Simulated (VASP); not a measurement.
# GaN (P6_3mc) in VASP: notebook, part 2 of 2

VASP 6.6.1. Earlier steps stand in the parts before.

**3. Single point, PBE**

INCAR

```
  PREC = Accurate
  ENCUT = 520
  EDIFF = 1E-7
  ISMEAR = 0
  SIGMA = 0.01
  LREAL = F
  LASPH = T
  NELM = 80
  ALGO = Normal
  ISIF = 2
  LWAVE = F
  LCHARG = F
  GGA = PE
  NBANDS = 26
```

KPOINTS

```
Automatic mesh
0
Gamma
  8 8 5
```

POSCAR

```
GaN
1.0
    3.1379171759      0.0000000000      0.0000000000
   -1.5689585880      2.7175159893      0.0000000000
    0.0000000000      0.0000000000      5.3085298188
Ga N
2 2
Direct
    0.3333333333      0.6666666667      0.0001327678
    0.6666666667      0.3333333333      0.5001327678
    0.3333333333      0.6666666667      0.3768672322
    0.6666666667      0.3333333333      0.8768672322
```

Potentials or basis: VASP PAW PBE potentials, release 64 (Ga_d, N).

Command:

```
> cat potpaw_PBE.64/Ga_d/POTCAR potpaw_PBE.64/N/POTCAR > POTCAR
> mpirun -np 1 vasp_std > vasp.out
```

OUTCAR:

```text
PREC = Accurate
   ENCUT = 520
   EDIFF = 1E-7
   ISMEAR = 0
   LREAL = F
   LASPH = T
   NELM = 80
   ISIF = 2
   GGA = PE

 ion  position               nearest neighbor table
   1  0.333  0.667  0.000-   4 1.93   4 1.93   4 1.93   3 2.00
   2  0.667  0.333  0.500-   3 1.93   3 1.93   3 1.93   4 2.00
   3  0.333  0.667  0.377-   2 1.93   2 1.93   2 1.93   1 2.00
   4  0.667  0.333  0.877-   1 1.93   1 1.93   1 1.93   2 2.00

  LATTYP: Found a hexagonal cell.
 ALAT       =     3.1379171759
 C/A-ratio  =     1.6917367544

  Lattice vectors:

 A1 = (   3.1379171759,   0.0000000000,   0.0000000000)
 A2 = (  -1.5689585880,   2.7175159893,   0.0000000000)
 A3 = (   0.0000000000,   0.0000000000,   5.3085298188)

Analysis of symmetry for initial positions (statically):
=====================================================================
 Subroutine PRICEL returns:
 Original cell was already a primitive cell.

 Routine SETGRP: Setting up the symmetry group for a
 hexagonal supercell.

 Subroutine GETGRP returns: Found 12 space group operations
 (whereof  6 operations were pure point group operations)
 out of a pool of 24 trial point group operations.

The static configuration has the point symmetry C_3v.
 The point group associated with its full space group is C_6v.

Analysis of symmetry for dynamics (positions and initial velocities):
=====================================================================
 Subroutine PRICEL returns:
 Original cell was already a primitive cell.

 Routine SETGRP: Setting up the symmetry group for a
 hexagonal supercell.

 Subroutine GETGRP returns: Found 12 space group operations
 (whereof  6 operations were pure point group operations)
 out of a pool of 24 trial point group operations.

The dynamic configuration has the point symmetry C_3v.
 The point group associated with its full space group is C_6v.

 Subroutine INISYM returns: Found 12 space group operations
 (whereof  6 operations are pure point group operations),
[... 119 lines left out ...]
     AMIX     =   0.40;   BMIX     =  1.00
     AMIX_MAG =   1.60;   BMIX_MAG =  1.00
  volume/ion in A,a.u.               =      11.32        76.37
  Fermi-wavevector in a.u.,A,eV,Ry     =   1.516747  2.866236 31.300481  2.300520
  Thomas-Fermi vector in A             =   2.626095
   LORBIT       =      0    0 simple, 1 ext, 2 COOP (PROOUT), +10 PAW based schemes
   GGA     = PE    functional components
   LHFCALC =     F    Hartree Fock is set to
   AEXX    =    0.0000 exact exchange contribution
   IVDW    =     0    specifies the selected vdW correction
   LEPSILON=     F    determine dielectric tensor
   LRPA    =     F    only Hartree local field effects (RPA)
 non-spin polarized calculation
 Gauss-broadening in eV      SIGMA  =   0.01
  energy-cutoff  :      520.00
  volume of cell :       45.27
 maximum number of plane-waves:      1229
 NGX is ok and might be reduce to    24
   NGX = 11   NGY = 11   NGZ = 19

 number of electron      36.0000013 magnetization

 Free energy of the ion-electron system (eV)
  ---------------------------------------------------
  ext. energy  EPLUGINS =         0.00000000
  ---------------------------------------------------
  free energy    TOTEN  =       -24.23599082 eV

  energy without entropy =      -24.23599082  energy(sigma->0) =      -24.23599082

 E-fermi :   5.5526     XC(G=0): -11.7207

 val. band max:        5.4664132482   @ k =   0.0000   0.0000   0.0000
 cond. band min:       7.3071251415   @ k =   0.0000   0.0000   0.0000
 fundamental gap:      1.8407118932
 Fermi energy:         5.5526077602

 k-point     1 :       0.0000    0.0000    0.0000
  band No.  band energies     occupation
      1     -10.6490      2.00000
      2      -9.7375      2.00000
      3      -8.0282      2.00000
      4      -8.0251      2.00000
      5      -8.0251      2.00000
      6      -7.9696      2.00000
[... 685 lines left out ...]
     25      17.2613      0.00000
     26      18.2123      0.00000

 [... further k-points ...]

------------------------ aborting loop because EDIFF is reached ----------------------------------------

  FORCE on cell =-STRESS in cart. coord.  units (eV):
  Direction    XX          YY          ZZ          XY          YZ          ZX
  --------------------------------------------------------------------------------------
  -------------------------------------------------------------------------------------
  Total        3.5138312      3.5138312     -0.5470312     -0.0000000      0.0000000      0.0000000
  in kB      124.3665637    124.3665637    -19.3613137     -0.0000000      0.0000000      0.0000000
  external PRESSURE =      76.4572712 kB  Pullay stress =       0.0000000 kB

 VOLUME and BASIS-vectors are now :
 -----------------------------------------------------------------------------
  energy-cutoff  :      520.00
  volume of cell :       45.27
      direct lattice vectors                 reciprocal lattice vectors
     3.137917176  0.000000000  0.000000000     0.318682726  0.183991558  0.000000000
    -1.568958588  2.717515989  0.000000000     0.000000000  0.367983115  0.000000000
     0.000000000  0.000000000  5.308529819     0.000000000  0.000000000  0.188376073

 POSITION                                       TOTAL-FORCE (eV/Angst)
 -----------------------------------------------------------------------------------
     -0.00000      1.81168      0.00070         0.000000     -0.000000      0.353927
      1.56896      0.90584      2.65497        -0.000000      0.000000      0.353927
     -0.00000      1.81168      2.00061         0.000000     -0.000000     -0.353927
      1.56896      0.90584      4.65488        -0.000000     -0.000000     -0.353927
 -----------------------------------------------------------------------------------
    total drift:                               -0.000001     -0.000001     -0.000339

  FREE ENERGIE OF THE ION-ELECTRON SYSTEM (eV)
  ---------------------------------------------------
  free  energy   TOTEN  =       -24.2359908198 eV

  energy  without entropy=      -24.2359908198  energy(sigma->0) =      -24.23599082
```

OSZICAR:

```text
N       E                     dE             d eps       ncg     rms          rms(c)
DAV:   1     0.284837687975E+03    0.28484E+03   -0.17723E+04  1714   0.261E+03
DAV:   2     0.853888495562E+01   -0.27630E+03   -0.26018E+03  1696   0.494E+02
DAV:   3    -0.270558073319E+02   -0.35595E+02   -0.35095E+02  1842   0.144E+02
DAV:   4    -0.282717637443E+02   -0.12160E+01   -0.12107E+01  1872   0.286E+01
DAV:   5    -0.282962657945E+02   -0.24502E-01   -0.24489E-01  1910   0.388E+00    0.110E+01
DAV:   6    -0.241540183865E+02    0.41422E+01   -0.10148E+01  2602   0.496E+01    0.308E+00
DAV:   7    -0.242545599865E+02   -0.10054E+00   -0.14528E+00  1620   0.906E+00    0.272E+00
DAV:   8    -0.242495933967E+02    0.49666E-02   -0.14720E-01  2600   0.522E+00    0.765E-01
DAV:   9    -0.242354670175E+02    0.14126E-01   -0.48951E-02  2570   0.375E+00    0.334E-01
DAV:  10    -0.242360465998E+02   -0.57958E-03   -0.39044E-03  1644   0.419E-01    0.629E-02
DAV:  11    -0.242359879523E+02    0.58647E-04   -0.47324E-04  2316   0.398E-01    0.333E-02
DAV:  12    -0.242359883912E+02   -0.43890E-06   -0.56952E-05  2110   0.764E-02    0.560E-03
DAV:  13    -0.242359908139E+02   -0.24227E-05   -0.90942E-06  2126   0.244E-02    0.681E-03
DAV:  14    -0.242359908198E+02   -0.59154E-08   -0.89349E-07  1688   0.782E-03
   1 F= -.24235991E+02 E0= -.24235991E+02  d E =-.191117E-36
```

stdout:

```text
POSCAR found type information on POSCAR GaN
 POSCAR found :  2 types and       4 ions
 scaLAPACK will be used
 LDA part: xc-table for (Slater+PW92), standard interpolation
 POSCAR, INCAR and KPOINTS ok, starting setup
 FFT: planning ... GRIDC
 FFT: planning ... GRID_SOFT
 FFT: planning ... GRID
 WAVECAR not read
 entering main loop
```

Wall time 16 s (1 thread of Intel Xeon 6975P-C (Granite Rapids), shared host); peak memory 0.17 GiB.

What came out:

- Free energy: -24.2360 eV
- Pressure: 7.6 GPa
- Largest force: 0.354 eV/Å
- Band gap on the k mesh: 1.84 eV

Forces in eV/Å, atoms in the order of the input:
```
Ga   0.000  0.000  0.354
Ga   0.000  0.000  0.354
N    0.000  0.000 -0.354
N    0.000  0.000 -0.354
```

Stress tensor (GPa, compression positive):
```
12.44  0.00  0.00
 0.00 12.44  0.00
 0.00  0.00 -1.94
```

Levels at points of the mesh, in eV from the valence-band top:
```csv
k point,band 16,band 17,band 18,band 19,band 20,band 21
"(0.00, 0.00, 0.00)",-0.18,0.00,0.00,1.84,4.63,8.92
"(0.50, 0.00, 0.00)",-2.66,-2.24,-1.10,5.30,5.54,5.77
```

Caveat: the stress differs along the axes, from -2 to 12 GPa.

**4. Single point, PBE**

This run uses another cell than the first one, of 11.58 Å³/atom.

INCAR

```
SYSTEM = GaN
ALGO = Normal
EDIFF = 1E-6
ENCUT = 520
GGA = PE
ISIF = 2
ISMEAR = 0
LASPH = .TRUE.
LCHARG = .FALSE.
LREAL = .FALSE.
LWAVE = .FALSE.
NBANDS = 26
NELM = 100
PREC = Accurate
SIGMA = 0.01
```

KPOINTS

```
k-points
0
G
  8 8 5
  0 0 0
```

POSCAR

```
GaN
1.0
    3.1861928248      0.0000000000      0.0000000000
   -1.5930964124      2.7593239276      0.0000000000
    0.0000000000      0.0000000000      5.2667812399
Ga N
2 2
Direct
    0.3333333333      0.6666666667      0.0013073350
    0.6666666667      0.3333333333      0.5013073350
    0.3333333333      0.6666666667      0.3756926650
    0.6666666667      0.3333333333      0.8756926650
```

Command:

```
> cat potpaw_PBE.64/Ga_d/POTCAR potpaw_PBE.64/N/POTCAR > POTCAR
> mpirun -np 1 vasp_std > vasp.out
```

Wall time 13 s (1 thread of Intel Xeon 6975P-C (Granite Rapids), shared host); peak memory 0.17 GiB.

The run converged. Its results:

- Free energy: -24.3146 eV
- Pressure: 2.9 GPa
- Band gap on the k mesh: 1.76 eV

Stress tensor (GPa, compression positive):
```
4.26 0.00 0.00
0.00 4.26 0.00
0.00 0.00 0.11
```

Levels at points of the mesh, in eV from the valence-band top:
| k point | band 14 | band 15 | band 16 | band 17 | band 18 | band 19 | band 20 | band 21 | band 22 | band 23 |
| --- | --- | --- | --- | --- | --- | --- | --- | --- | --- | --- |
| (0.00, 0.00, 0.00) | -0.98 | -0.98 | -0.13 | 0.00 | 0.00 | 1.76 | 4.29 | 8.97 | 9.92 | 9.92 |
| (0.50, 0.00, 0.00) | -5.30 | -4.18 | -2.65 | -2.21 | -1.00 | 5.10 | 5.44 | 5.87 | 8.39 | 10.16 |

**5. Summary**

```tsv
cell	gap on the mesh (eV)	pressure (GPa)
a = 3.138, b = 3.138, c = 5.303 Å, angles 90.0, 90.0, 120.0°, 4 atoms, atomic positions A	1.80	7.4
a = 3.138, b = 3.138, c = 5.309 Å, angles 90.0, 90.0, 120.0°, 4 atoms, atomic positions B	1.84	7.6
a = 3.186, b = 3.186, c = 5.267 Å, angles 90.0, 90.0, 120.0°, 4 atoms, atomic positions C	1.76	2.9
```

Alike in all rows: task single point; level PBE; potentials or basis VASP PAW PBE potentials, release 64 (Ga_d, N); no spin polarisation; k mesh 8 × 8 × 5; cutoff (eV) 520; smearing gaussian 0.01 eV.

Caveats: the stress differs along the axes, from 0 to 11 GPa (at least some runs); the stress differs along the axes, from -2 to 12 GPa (at least some runs).

Total energies depend on the potentials used, so only differences within one code and one set of settings carry meaning.
